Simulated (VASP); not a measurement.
# SiBi2Te5 (R-3m) in VASP: further runs

Runs on SiBi2Te5. Level: PBE. Tasks: single point, relaxation of cell and atoms.

All numbers are computed with VASP 6.6.1; they aren't measurements. Logs are shortened: lines on timing, memory, paths and dates and some standing lists are left out, and cuts for length are marked.

## 1. The cell of the first run

Symmetry: R-3m, No. 166, trigonal system. The conventional cell has a = 5.257 Å, b = 5.257 Å, c = 30.636 Å, α = 90.00°, β = 90.00°, γ = 120.00°. Within 3.6 Å of Si (site symmetry -3m) lie 2 Bi at 2.76 Å and 6 Te at 3.09 Å. Within 3.9 Å of Bi (site symmetry 3m) lie 1 Si at 2.76 Å and 10 Te at 3.14 to 3.87 Å. Within 4.6 Å of Te (site symmetry -3m) lie 8 Te at 3.40 to 4.52 Å and 6 Bi at 3.84 Å. Within 4.3 Å of Te (site symmetry 3m) lie 3 Si at 3.09 Å and 7 Te at 3.26 to 4.26 Å and 3 Bi at 3.73 Å. Te (site symmetry 3m) has 4 Bi at 3.14 to 3.87 Å and 10 Te at 3.40 to 4.30 Å within 4.4 Å.

The cell was generated, and may not be a known phase.

## 2. Single point, PBE

INCAR

```
SYSTEM = SiBi2Te5
PREC = Accurate
ENCUT = 520
EDIFF = 1E-7
ISMEAR = 0
SIGMA = 0.2
LREAL = .FALSE.
LASPH = .TRUE.
NELM = 60
ALGO = Normal
ISIF = 2
LWAVE = .FALSE.
LCHARG = .FALSE.
GGA = PE
NBANDS = 42
```

KPOINTS

```
regular mesh
0
G
  3 3 3
  0 0 0
```

POSCAR

```
SiBi2Te5
1.0
    2.6283919160      1.5175027802     10.2120200008
   -2.6283919160      1.5175027802     10.2120200008
    0.0000000000     -3.0350055605     10.2120200008
Si Bi Te
1 2 5
Direct
    0.0000000000      0.0000000000      0.0000000000
    0.0901223241      0.0901223241      0.0901223241
    0.9098776759      0.9098776759      0.9098776759
    0.5000000000      0.5000000000      0.5000000000
    0.3526040025      0.3526040025      0.3526040025
    0.6473959975      0.6473959975      0.6473959975
    0.2164718757      0.2164718757      0.2164718757
    0.7835281243      0.7835281243      0.7835281243
```

Potentials or basis: VASP PAW PBE potentials, release 64 (Si, Bi_d, Te).

On the command line:

```bash
$ cat potpaw_PBE.64/Si/POTCAR potpaw_PBE.64/Bi_d/POTCAR potpaw_PBE.64/Te/POTCAR > POTCAR
$ mpirun -np 1 vasp_std > vasp.out
```

OUTCAR:

```text
SYSTEM = SiBi2Te5
   PREC = Accurate
   ENCUT = 520
   EDIFF = 1E-7
   ISMEAR = 0
   LREAL = .FALSE.
   LASPH = .TRUE.
   NELM = 60
   ISIF = 2
   GGA = PE

 ion  position               nearest neighbor table
   1  0.000  0.000  0.000-   2 2.76   3 2.76   6 3.09   5 3.09   6 3.09   6 3.09   5 3.09   5 3.09

   2  0.090  0.090  0.090-   1 2.76   8 3.14   8 3.14   8 3.14   5 3.73   5 3.73   5 3.73
   3  0.910  0.910  0.910-   1 2.76   7 3.14   7 3.14   7 3.14   6 3.73   6 3.73   6 3.73
   4  0.500  0.500  0.500-   7 3.40   8 3.40   7 3.40   7 3.40   8 3.40   8 3.40
   5  0.353  0.353  0.353-   1 3.09   1 3.09   1 3.09   6 3.26   6 3.26   6 3.26   2 3.73   2 3.73
                             2 3.73
   6  0.647  0.647  0.647-   1 3.09   1 3.09   1 3.09   5 3.26   5 3.26   5 3.26   3 3.73   3 3.73
                             3 3.73
   7  0.216  0.216  0.216-   3 3.14   3 3.14   3 3.14   4 3.40   4 3.40   4 3.40
   8  0.784  0.784  0.784-   2 3.14   2 3.14   2 3.14   4 3.40   4 3.40   4 3.40

  LATTYP: Found a trigonal (rhomboedric) cell.
 ALAT       =    10.6534788332
 COS(alpha) =     0.8782616681

  Lattice vectors:

 A1 = (   2.6283919160,   1.5175027802,  10.2120200008)
 A2 = (  -2.6283919160,   1.5175027802,  10.2120200008)
 A3 = (   0.0000000000,  -3.0350055605,  10.2120200008)

Analysis of symmetry for initial positions (statically):
=====================================================================
 Subroutine PRICEL returns:
 Original cell was already a primitive cell.

 Routine SETGRP: Setting up the symmetry group for a
 trigonal (rhombohedral) supercell.

 Subroutine GETGRP returns: Found 12 space group operations
 (whereof 12 operations were pure point group operations)
 out of a pool of 12 trial point group operations.

The static configuration has the point symmetry D_3d.

Analysis of symmetry for dynamics (positions and initial velocities):
=====================================================================
 Subroutine PRICEL returns:
 Original cell was already a primitive cell.

 Routine SETGRP: Setting up the symmetry group for a
 trigonal (rhombohedral) supercell.

 Subroutine GETGRP returns: Found 12 space group operations
 (whereof 12 operations were pure point group operations)
 out of a pool of 12 trial point group operations.

The dynamic configuration has the point symmetry D_3d.

 Subroutine INISYM returns: Found 12 space group operations
 (whereof 12 operations are pure point group operations),
 and found     1 'primitive' translations

----------------------------------------------------------------------------------------

                                     Primitive cell

  volume of cell :     244.3895

  direct lattice vectors                    reciprocal lattice vectors
     2.628391916  1.517502780 10.212020001     0.190230383  0.109829563  0.032641273
    -2.628391916  1.517502780 10.212020001    -0.190230383  0.109829563  0.032641273
     0.000000000 -3.035005561 10.212020001     0.000000000 -0.219659125  0.032641273

  length of vectors
    10.653478833 10.653478833 10.653478833     0.222071124  0.222071124  0.222071124

  position of ions in fractional coordinates (direct lattice)
     0.000000000  0.000000000  0.000000000
     0.090122324  0.090122324  0.090122324
     0.909877676  0.909877676  0.909877676
     0.500000000  0.500000000  0.500000000
     0.352604003  0.352604003  0.352604003
     0.647395997  0.647395997  0.647395997
     0.216471876  0.216471876  0.216471876
     0.783528124  0.783528124  0.783528124

  ion indices of the primitive-cell ions
   primitive index   ion index
                 1           1
                 2           2
                 3           3
                 4           4
                 5           5
                 6           6
                 7           7
                 8           8

----------------------------------------------------------------------------------------

 KPOINTS: regular mesh

Automatic generation of k-mesh.
 Grid dimensions read from file:
 generate k-points for:    3    3    3

 Generating k-lattice:

  Cartesian coordinates                     Fractional coordinates (reciprocal lattice)
     0.063410128  0.036609854  0.010880424     0.333333333  0.000000000  0.000000000
    -0.063410128  0.036609854  0.010880424     0.000000000  0.333333333  0.000000000
     0.000000000 -0.073219708  0.010880424     0.000000000  0.000000000  0.333333333

  Length of vectors
     0.074023708  0.074023708  0.074023708

  Shift w.r.t. Gamma in fractional coordinates (k-lattice)
     0.000000000  0.000000000  0.000000000

 Subroutine IBZKPT returns following result:
 ===========================================

 Found      6 irreducible k-points:

 Following reciprocal coordinates:
            Coordinates               Weight
  0.000000  0.000000  0.000000      1.000000
  0.333333  0.000000  0.000000      6.000000
  0.333333  0.333333  0.000000      6.000000
 -0.333333  0.333333  0.000000      6.000000
  0.333333  0.333333  0.333333      2.000000
 -0.333333  0.333333  0.333333      6.000000
   k-points           NKPTS =      6   k-points in BZ     NKDIM =      6   number of bands    NBANDS=     42
   number of dos      NEDOS =    301   number of ions     NIONS =      8
   total plane-waves  NPLWV = 512000
   dimension x,y,z NGX =    80 NGY =   80 NGZ =   80
   dimension x,y,z NGXF=   160 NGYF=  160 NGZF=  160
   ions per type =               1   2   5
   NGX,Y,Z   is equivalent  to a cutoff of  12.48, 12.48, 12.48 a.u.
   NGXF,Y,Z  is equivalent  to a cutoff of  24.97, 24.97, 24.97 a.u.
 SYSTEM =  SiBi2Te5
   PREC   = accura    normal or accurate (medium, high low for compatibility)
   ISTART =      0    job   : 0-new  1-cont  2-samecut
   ICHARG =      2    charge: 1-file 2-atom 10-const
   ISPIN  =      1    spin polarized calculation?
   LNONCOLLINEAR =      F non collinear calculations
   LSORBIT =      F    spin-orbit coupling
   LASPH  =      T    aspherical Exc in radial PAW
   ENCUT  =  520.0 eV  38.22 Ry    6.18 a.u.  19.81 19.81 19.81*2*pi/ulx,y,z
   NELM   =     60;   NELMIN=  2; NELMDL= -5     # of ELM steps
   EDIFF  = 0.1E-06   stopping-criterion for ELM
   LREAL  =      F    real-space projection
   EDIFFG = 0.1E-05   stopping-criterion for IOM
   NSW    =      0    number of steps for IOM
   IBRION =     -1    ionic relax: 0-MD 1-quasi-New 2-CG
   NFREE  =      0    steps in history (QN), initial steepest desc. (CG)
   ISIF   =      2    stress and relaxation
   ISYM   =      2    0-nonsym 1-usesym 2-fastsym
   POTIM  = 0.5000    time-step for ionic-motion
   TEBEG  =    0.0;   TEEND  =   0.0 temperature during run
   PSTRESS=    0.0 pullay stress
   NELECT =      64.0000    total number of electrons
   NUPDOWN=      -1.0000    fix difference up-down
   EMIN   =  10.00;   EMAX   =-10.00  energy-range for DOS
   EFERMI =   0.00;   METHOD = LEGACY
   ISMEAR =     0;   SIGMA  =   0.20  broadening in eV -4-tet -1-fermi 0-gaus
   EFERMI_NEDOS =   21; number of points for ismear=-14 and -15
   IALGO  =     38    algorithm
   IMIX   =      4    mixing-type and parameters
     AMIX     =   0.40;   BMIX     =  1.00
     AMIX_MAG =   1.60;   BMIX_MAG =  1.00
  volume/ion in A,a.u.               =      30.55       206.15
  Fermi-wavevector in a.u.,A,eV,Ry     =   1.047387  1.979275 14.925866  1.097020
  Thomas-Fermi vector in A             =   2.182265
   LORBIT       =      0    0 simple, 1 ext, 2 COOP (PROOUT), +10 PAW based schemes
   GGA     = PE    functional components
   LHFCALC =     F    Hartree Fock is set to
   AEXX    =    0.0000 exact exchange contribution
   IVDW    =     0    specifies the selected vdW correction
   LEPSILON=     F    determine dielectric tensor
   LRPA    =     F    only Hartree local field effects (RPA)
 non-spin polarized calculation
 Gauss-broadening in eV      SIGMA  =   0.20
  energy-cutoff  :      520.00
  volume of cell :      244.39
 maximum number of plane-waves:      6598
   NGX = 39   NGY = 39   NGZ = 39

 number of electron      64.0000001 magnetization

 Free energy of the ion-electron system (eV)
  ---------------------------------------------------
  ext. energy  EPLUGINS =         0.00000000
  ---------------------------------------------------
  free energy    TOTEN  =       -27.30612500 eV

  energy without entropy =      -27.23200355  energy(sigma->0) =      -27.26906428

 E-fermi :   6.7214     XC(G=0):  -9.6247

 val. band max:        6.5745210369   @ k =   0.3333   0.0000   0.0000
 cond. band min:       6.8674268892   @ k =  -0.3333   0.3333   0.0000
 fundamental gap:      0.2929058523
 Fermi energy:         6.7213592565

 k-point     1 :       0.0000    0.0000    0.0000
  band No.  band energies     occupation
      1     -16.5883      2.00000
      2     -16.5865      2.00000
      3     -16.5650      2.00000
      4     -16.5650      2.00000
      5     -16.5648      2.00000
      6     -16.5648      2.00000
[... 34 lines left out ...]
     41       9.8739      0.00000
     42      10.6084      0.00000

 k-point     2 :       0.3333    0.0000    0.0000
  band No.  band energies     occupation
      1     -16.5871      2.00000
      2     -16.5853      2.00000
      3     -16.5662      2.00000
      4     -16.5660      2.00000
      5     -16.5648      2.00000
      6     -16.5646      2.00000
[... 34 lines left out ...]
     41       9.6435      0.00000
     42      10.3824      0.00000

 k-point     3 :       0.3333    0.3333    0.0000
  band No.  band energies     occupation
      1     -16.5872      2.00000
      2     -16.5852      2.00000
      3     -16.5662      2.00000
      4     -16.5661      2.00000
      5     -16.5650      2.00000
      6     -16.5645      2.00000
[... 34 lines left out ...]
     41       9.4361      0.00000
     42      10.9447      0.00000

 k-point     4 :      -0.3333    0.3333    0.0000
  band No.  band energies     occupation
      1     -16.5865      2.00000
      2     -16.5845      2.00000
      3     -16.5663      2.00000
      4     -16.5663      2.00000
      5     -16.5653      2.00000
      6     -16.5649      2.00000
[... 34 lines left out ...]
     41      10.2087      0.00000
     42      10.7334      0.00000

 k-point     5 :       0.3333    0.3333    0.3333
  band No.  band energies     occupation
      1     -16.5885      2.00000
      2     -16.5863      2.00000
      3     -16.5651      2.00000
      4     -16.5651      2.00000
      5     -16.5647      2.00000
      6     -16.5647      2.00000
[... 34 lines left out ...]
     41       9.5725      0.00000
     42      11.2656      0.00000

 k-point     6 :      -0.3333    0.3333    0.3333
  band No.  band energies     occupation
      1     -16.5873      2.00000
      2     -16.5851      2.00000
      3     -16.5663      2.00000
      4     -16.5660      2.00000
      5     -16.5650      2.00000
      6     -16.5645      2.00000
[... 34 lines left out ...]
     41       9.6901      0.00000
     42      10.6903      0.00000

------------------------ aborting loop because EDIFF is reached ----------------------------------------

  FORCE on cell =-STRESS in cart. coord.  units (eV):
  Direction    XX          YY          ZZ          XY          YZ          ZX
  --------------------------------------------------------------------------------------
  -------------------------------------------------------------------------------------
  Total       -0.4341086     -0.4341086      0.1764822      0.0000000     -0.0000000      0.0000000
  in kB       -2.8459448     -2.8459448      1.1569886      0.0000000     -0.0000000      0.0000000
  external PRESSURE =      -1.5116336 kB  Pullay stress =       0.0000000 kB

 VOLUME and BASIS-vectors are now :
 -----------------------------------------------------------------------------
  energy-cutoff  :      520.00
  volume of cell :      244.39
      direct lattice vectors                 reciprocal lattice vectors
     2.628391916  1.517502780 10.212020001     0.190230383  0.109829563  0.032641273
    -2.628391916  1.517502780 10.212020001    -0.190230383  0.109829563  0.032641273
     0.000000000 -3.035005561 10.212020001     0.000000000 -0.219659125  0.032641273

 POSITION                                       TOTAL-FORCE (eV/Angst)
 -----------------------------------------------------------------------------------
      0.00000      0.00000      0.00000         0.000000      0.000000      0.000000
      0.00000     -0.00000      2.76099         0.000000     -0.000000      0.021852
      0.00000     -0.00000     27.87507         0.000000      0.000000     -0.021852
      0.00000     -0.00000     15.31803         0.000000      0.000000      0.000000
      0.00000     -0.00000     10.80240         0.000000     -0.000000      0.005627
      0.00000     -0.00000     19.83366         0.000000      0.000000     -0.005627
      0.00000     -0.00000      6.63185         0.000000      0.000000     -0.023150
      0.00000     -0.00000     24.00421         0.000000     -0.000000      0.023150
 -----------------------------------------------------------------------------------
    total drift:                               -0.000000     -0.000000      0.000000

  FREE ENERGIE OF THE ION-ELECTRON SYSTEM (eV)
  ---------------------------------------------------
  free  energy   TOTEN  =       -27.3061249993 eV

  energy  without entropy=      -27.2320035548  energy(sigma->0) =      -27.26906428
```

It took 10 min on 1 thread of Intel Xeon 8259CL, shared host; peak memory 0.92 GiB.

Results:

| Property | Result |
| --- | --- |
| Free energy | -27.3061 eV |
| Pressure | -0.2 GPa |
| Largest force | 0.023 eV/Å |
| Band gap on the k mesh | zero (bands 32 and 33 overlap by 1.27 eV) |

Forces on the atoms (eV/Å):
```
Si   0.000  0.000  0.000
Bi   0.000  0.000  0.022
Bi   0.000  0.000 -0.022
Te   0.000  0.000  0.000
Te   0.000  0.000  0.006
Te   0.000  0.000 -0.006
Te   0.000  0.000 -0.023
Te   0.000  0.000  0.023
```

Levels at points of the mesh, in eV from the Fermi level:
| k point | band 29 | band 30 | band 31 | band 32 | band 33 | band 34 | band 35 | band 36 |
| --- | --- | --- | --- | --- | --- | --- | --- | --- |
| (0.00, 0.00, 0.00) | -1.85 | -1.79 | -1.79 | -1.34 | -1.11 | 0.17 | 0.17 | 0.53 |

Caveat: the k points lie up to 0.47 Å⁻¹ apart, too coarse for converged energies and pressures of a metal; spin-orbit coupling is left out, which moves the levels of the heavy elements.

## 3. Relaxation of cell and atoms, PBE

This run uses another cell than the first one, of 35.30 Å³/atom.

INCAR

```
PREC = Accurate ; ENCUT = 600
EDIFF = 1E-6 ; ISMEAR = 0
SIGMA = 0.2 ; LREAL = False
LASPH = True ; NELM = 100
ALGO = Normal ; ISIF = 3
LWAVE = False ; LCHARG = False
GGA = PE ; IBRION = 2
NSW = 36 ; EDIFFG = -0.08
```

KPOINTS

```
regular mesh
0
Gamma
  3 3 3
```

POSCAR

```
SiBi2Te5
1.0
    2.9587513500      1.7082358900      9.3130788400
   -2.9587513500      1.7082358900      9.3130788400
    0.0000000000     -3.4164717800      9.3130788400
Si Bi Te
1 2 5
Direct
    0.0000000000      0.0000000000      0.0000000000
    0.0882779200      0.0882779200      0.0882779200
    0.9117220800      0.9117220800      0.9117220800
    0.5000000000      0.5000000000      0.5000000000
    0.3646733800      0.3646733800      0.3646733800
    0.6353266200      0.6353266200      0.6353266200
    0.2167892500      0.2167892500      0.2167892500
    0.7832107500      0.7832107500      0.7832107500
```

Potentials or basis: VASP PAW PBE potentials, release 64 (Si, Bi_d, Te).

On the command line:

```bash
$ cat potpaw_PBE.64/Si/POTCAR potpaw_PBE.64/Bi_d/POTCAR potpaw_PBE.64/Te/POTCAR > POTCAR
$ mpirun -np 1 vasp_std > vasp.out
```

It took 66 min on 1 thread of Intel Xeon 8259CL, shared host; peak memory 1.1 GiB.

It converged, with:

| Property | Result |
| --- | --- |
| Free energy | -27.2985 eV |
| Relaxed volume | 30.49 Å³/atom |
| Relaxed cell | a = 10.560 Å, b = 10.560 Å, c = 10.560 Å, α = 28.94°, β = 28.94°, γ = 28.94° |
| Space group after relaxing (to 0.1 Å) | R-3m (No. 166) |
| Energy gained by relaxing | 335.5 meV/atom |
| Ionic steps | 14 |
| Pressure after relaxing | -0.3 GPa |
| Largest force after relaxing | 0.078 eV/Å |
| Band gap on the k mesh | zero (bands 32 and 33 overlap by 1.19 eV) |

Forces in eV/Å, atoms in the order of the input:
```
Si   0.000  0.000  0.000
Bi   0.000  0.000 -0.010
Bi   0.000  0.000  0.010
Te   0.000  0.000  0.000
Te   0.000  0.000 -0.015
Te   0.000  0.000  0.015
Te   0.000  0.000 -0.078
Te   0.000  0.000  0.078
```

Stress tensor (GPa, compression positive):
```
-0.38  0.00  0.00
 0.00 -0.38  0.00
 0.00  0.00 -0.11
```

Step by step:
| step | energy change (eV) | largest force (eV/Å) | pressure (GPa) | volume (Å³) |
| --- | --- | --- | --- | --- |
| 1 | 0.0000 | 2.3643 | -3.80 | 282.42 |
| 2 | -2.2440 | 0.7005 | -1.92 | 248.44 |
| 3 | -2.5022 | 0.3980 | 0.31 | 237.14 |
| 4 | -2.5066 | 0.3931 | 0.82 | 235.17 |
| 5 | -2.5062 | 0.3957 | 0.57 | 236.10 |
| 6 | -2.5368 | 0.3494 | -0.24 | 240.29 |
| 7 | -2.5401 | 0.3290 | -0.60 | 242.30 |
| 8 | -2.5634 | 0.2970 | -0.06 | 240.33 |
| 9 | -2.5686 | 0.2733 | 0.35 | 238.98 |
| 10 | -2.5874 | 0.2616 | 0.32 | 239.14 |
| 11 | -2.6362 | 0.2099 | 0.27 | 239.61 |
| 12 | -2.6787 | 0.1150 | 0.34 | 240.56 |
| 13 | -2.6790 | 0.0917 | 0.33 | 240.47 |
| 14 | -2.6836 | 0.0781 | -0.29 | 243.91 |

Final structure:
```xyz
8
Lattice="2.6389 1.5236 10.1111 -2.6389 1.5236 10.1111 0.0000 -3.0472 10.1111" Properties=species:S:1:pos:R:3 pbc="T T T"
Si    0.0000    0.0000    0.0000
Bi    0.0000    0.0000    2.7737
Bi    0.0000    0.0000   27.5594
Te    0.0000    0.0000   15.1666
Te    0.0000    0.0000   10.7046
Te    0.0000    0.0000   19.6286
Te    0.0000    0.0000    6.6091
Te    0.0000    0.0000   23.7241
```

Levels at points of the mesh, in eV from the Fermi level:
```
           k point  band 28  band 29  band 30  band 31  band 32  band 33  band 34  band 35  band 36  band 37
(0.00, 0.00, 0.00)    -2.76    -1.83    -1.81    -1.81    -1.30    -1.08     0.25     0.25     0.63     2.18
```

Caveat: the k points lie up to 0.46 Å⁻¹ apart in the final cell, too coarse for converged energies and pressures of a metal; spin-orbit coupling is left out, which moves the levels of the heavy elements; the relaxation stopped at a loose force limit of 0.08 eV/Å, so its end isn't a converged minimum.

The gap in the log of VASP goes by the Fermi energy; the results here count the filled bands.